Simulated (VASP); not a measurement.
**TiTc2: single point with PBEsol**

The system is TiTc2.

```
Ti Tc
1.0
    -1.52570    1.52570    4.61604
     1.52570   -1.52570    4.61604
     1.52570    1.52570   -4.61604
Ti Tc
1 2
Cartesian
  0.0000 0.0800 0.0000
  0.0000 0.0000 3.0727
  0.0000 0.0000 6.1594
```

This cell differs from its parent crystal: atom 1 (Ti) moved 0.08 Å along y.

```json
{
 "Program": "VASP 6.6.1",
 "Task": "single point",
 "Functional": "PBEsol",
 "Potentials or basis": "VASP PAW PBE potentials, release 64 (Ti_sv, Tc_pv)",
 "Cutoff": "520 eV",
 "k mesh": "14 × 14 × 14",
 "Occupations": "gaussian, width 0.05 eV",
 "Spin": "no spin polarisation"
}
```

| Property | Result |
| --- | --- |
| Pressure | -0.2 GPa |
| Largest force | 0.590 eV/Å |
| Band gap on the k mesh | zero (band 19 reaches 13.39 eV, above the bottom of band 20 at 11.36 eV) |

Forces in eV/Å, atoms in the order of the input:
```
Ti   0.000 -0.590  0.000
Tc   0.000  0.295 -0.057
Tc   0.000  0.295  0.057
```

Stress tensor (GPa, compression positive):
```
-0.07  0.00  0.00
 0.00 -0.38  0.00
 0.00  0.00 -0.03
```

Levels at points of the mesh, in eV from the Fermi level:
| k point | band 16 | band 17 | band 18 | band 19 | band 20 | band 21 | band 22 | band 23 |
| --- | --- | --- | --- | --- | --- | --- | --- | --- |
| (0.00, 0.00, 0.00) | -1.68 | -1.66 | -1.48 | 0.07 | 0.10 | 1.33 | 1.65 | 1.68 |
| (0.50, 0.00, 0.00) | -2.53 | -1.84 | -0.95 | -0.50 | 0.89 | 1.54 | 1.55 | 1.61 |
| (0.00, 0.50, 0.00) | -2.55 | -1.84 | -0.97 | -0.45 | 0.95 | 1.39 | 1.47 | 1.71 |
| (0.50, 0.50, 0.00) | -2.42 | -1.91 | -0.57 | 1.32 | 1.42 | 1.46 | 1.50 | 1.61 |
| (0.50, 0.50, 0.50) | -1.96 | -1.50 | -1.11 | -0.52 | -0.50 | 0.24 | 0.34 | 1.69 |

Run time: 16 min on 1 thread of Intel(R) Xeon(R) Platinum 8488C (Sapphire Rapids), with other jobs on the host, peak memory 0.58 GiB.

Caveat: the cell differs from its parent crystal (atom 1 (Ti) moved 0.08 Å along y); the PAW data sets were made with another functional, which shifts forces and pressure a little.
